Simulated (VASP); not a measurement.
Wanted: the native input for a VASP 6.6.1 run.

```
Task                   : single point
Functional             : PBE
Dispersion             : D3(BJ)
Potentials or basis    : VASP PAW PBE potentials, release 64 (Ge_d, F)
Cutoff                 : 520 eV
k mesh                 : 7 × 7 × 1
Occupations            : gaussian, width 0.1 eV
Spin                   : no spin polarisation
Dipole correction      : yes
Further INCAR settings : ALGO = Normal; EDIFF = 1e-06; NBANDS = 40
```

The structure of Ge4F lies in POSCAR:

```
Ge4F
1.0
    4.0303587907      0.0000000000      0.0000000000
    0.0000000000      4.0303587907      0.0000000000
    0.0000000000      0.0000000000     21.6416627718
Ge F
4 1
Direct
    0.0000000000      0.5000000000      0.1848286817
    0.0000000000      0.0000000000      0.2506714513
    0.5000000000      0.0000000000      0.3196569899
    0.5000000000      0.5000000000      0.3854446333
    0.7500000000      1.0000000000      0.5379282957
```

One way to write it, as run:

INCAR

```
SYSTEM = Ge4F
PREC     = Accurate       ! precision mode
ENCUT    = 520            ! plane-wave cutoff, eV
EDIFF    = 1E-6           ! SCF threshold, eV
ISMEAR   = 0              ! smearing method
SIGMA    = 0.1            ! smearing width, eV
LREAL    = .False.        ! projectors in reciprocal space
LASPH    = .True.         ! aspherical terms in the spheres
NELM     = 60             ! most SCF steps
ALGO     = Normal         ! electronic algorithm
ISIF     = 2              ! what is computed and relaxed
LWAVE    = .False.        ! write WAVECAR
LCHARG   = .False.        ! write CHGCAR
LDIPOL   = .True.       
IDIPOL   = 3            
DIPOL    = 0.5 0.5 0.336
GGA      = PE             ! functional
IVDW     = 12             ! dispersion correction
NBANDS   = 40             ! bands
```

KPOINTS

```
Automatic mesh
0
Gamma
  7 7 1
  0 0 0
```

Potentials or basis: VASP PAW PBE potentials, release 64 (Ge_d, F).

The run is started by

```sh
$ cat potpaw_PBE.64/Ge_d/POTCAR potpaw_PBE.64/F/POTCAR > POTCAR
$ mpirun -np 1 vasp_std > vasp.out
```

It gave:

* Largest force: 0.526 eV/Å
* Dispersion energy per atom: -0.176 eV

Caveat: an odd number of electrons without spin polarisation forces a metal; a magnetic or distorted state may lie lower.

It took 3.9 min on 1 thread of Intel(R) Xeon(R) 6975P-C (Granite Rapids) (shared host), peak memory 0.47 GiB.
